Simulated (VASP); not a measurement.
Input of a VASP 6.6.1 run:

Contents of INCAR:

```
PREC     = Accurate       # precision mode
ENCUT    = 520            # plane-wave cutoff, eV
EDIFF    = 1E-7           # SCF threshold, eV
ISMEAR   = 0              # smearing method
SIGMA    = 0.15           # smearing width, eV
LREAL    = F              # projectors in reciprocal space
LASPH    = T              # aspherical terms in the spheres
NELM     = 60             # most SCF steps
ALGO     = Fast           # electronic algorithm
ISIF     = 2              # what is computed and relaxed
LWAVE    = F              # write WAVECAR
LCHARG   = F              # write CHGCAR
GGA      = PS             # functional
NBANDS   = 10             # bands
```

The input KPOINTS:

```
Automatic mesh
0
Gamma
  24 24 24
```

Contents of POSCAR:

```
Os
1.0
    0.0000000000      1.9136235455      2.0093047228
    1.9136235455      0.0000000000      2.0093047228
    1.9136235455      1.9136235455      0.0000000000
Os
1
Direct
    0.0000000000      0.0000000000      0.0000000000
```

Potentials or basis: VASP PAW PBE potentials, release 64 (Os).

Run with:

```bash
$ cat potpaw_PBE.64/Os/POTCAR > POTCAR
$ mpirun -np 1 vasp_std > vasp.out
```

Task: What does it give for the pressure?

Result: -19.7 GPa.

Task: Estimate the band gap on the k mesh.

Result: Zero (bands 4 and 5 overlap by 4.18 eV).

Stress tensor (GPa, compression positive):
```
-14.60   0.00   0.00
  0.00 -14.60   0.00
  0.00   0.00 -29.93
```

Caveat: the stress differs along the axes, from -30 to -15 GPa; the PAW data sets were made with another functional, which shifts forces and pressure a little; spin-orbit coupling is left out, which moves the levels of the heavy elements.
